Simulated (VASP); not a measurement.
# C: single point with r2SCAN

C:

```xyz
8
Lattice="3.5603 0.0000 0.0000 0.0000 -3.5603 0.0000 0.0000 0.0000 -3.5603" Properties=species:S:1:pos:R:3 pbc="T T T"
C     1.7801    0.0000    0.0750
C     0.0000   -1.7801    0.0000
C     0.0000    0.0000   -1.7801
C     1.7801   -1.7801   -1.7801
C     2.6702   -2.6702   -2.6702
C     0.8901   -0.8901   -2.6702
C     0.8901   -2.6702   -0.8901
C     2.6702   -0.8901   -0.8901
```

This cell differs from its parent crystal: atom 1 (C) moved +0.075 Å along Cartesian [0 0 1].

```yaml
Program: VASP 6.6.1
Task: single point
Functional: r2SCAN
Potentials_or_basis: VASP PAW PBE potentials, release 64 (C)
Cutoff: 520 eV
k_mesh: 6 × 6 × 6
Occupations: gaussian, width 0.05 eV
Spin: no spin polarisation
```

```yaml
Pressure: 1.7 GPa
Largest_force: 3.458 eV/Å
Band_gap_on_the_k_mesh: 4.02 eV
```

Forces in eV/Å, atoms in the order of the input:
```
C    0.000  0.000 -3.458
C    0.000  0.000 -0.471
C    0.000  0.000  0.516
C    0.000  0.000  0.516
C    0.277  0.277  0.777
C   -0.277 -0.277  0.777
C    0.168 -0.168  0.672
C   -0.168  0.168  0.672
```

Stress tensor (GPa, compression positive):
```
1.89 0.72 0.00
0.72 1.89 0.00
0.00 0.00 1.32
```

Levels at points of the mesh, in eV from the valence-band top:
| k point | band 12 | band 13 | band 14 | band 15 | band 16 | band 17 | band 18 | band 19 | band 20 | band 21 |
| --- | --- | --- | --- | --- | --- | --- | --- | --- | --- | --- |
| (0.00, 0.00, 0.00) | -6.98 | -6.83 | -0.61 | -0.30 | 0.00 | 4.31 | 4.46 | 4.70 | 4.71 | 4.80 |
| (0.50, 0.00, 0.00) | -5.20 | -4.70 | -4.70 | -4.66 | -4.51 | 4.31 | 4.33 | 10.25 | 10.27 | 10.68 |
| (0.00, 0.00, 0.50) | -5.14 | -5.07 | -4.82 | -4.59 | -4.34 | 4.24 | 4.42 | 10.40 | 10.52 | 10.56 |
| (0.50, 0.50, 0.00) | -8.26 | -3.91 | -3.57 | -3.49 | -3.15 | 7.79 | 8.00 | 8.02 | 8.25 | 9.79 |
| (0.00, 0.50, 0.50) | -8.25 | -3.69 | -3.53 | -3.48 | -3.32 | 7.73 | 7.86 | 8.10 | 8.15 | 10.05 |
| (0.50, 0.50, 0.50) | -3.31 | -3.29 | -3.26 | -3.12 | -2.80 | 7.88 | 8.02 | 8.57 | 8.57 | 8.60 |

Wall time 2.7 min on 1 thread of AMD EPYC 9R45 (Zen 5), with other jobs on the host, peak memory 0.14 GiB.

Caveat: the cell differs from its parent crystal (atom 1 (C) moved +0.075 Å along Cartesian [0 0 1]); the PAW data sets were made with another functional, which shifts forces and pressure a little. A k mesh can miss the band edges.
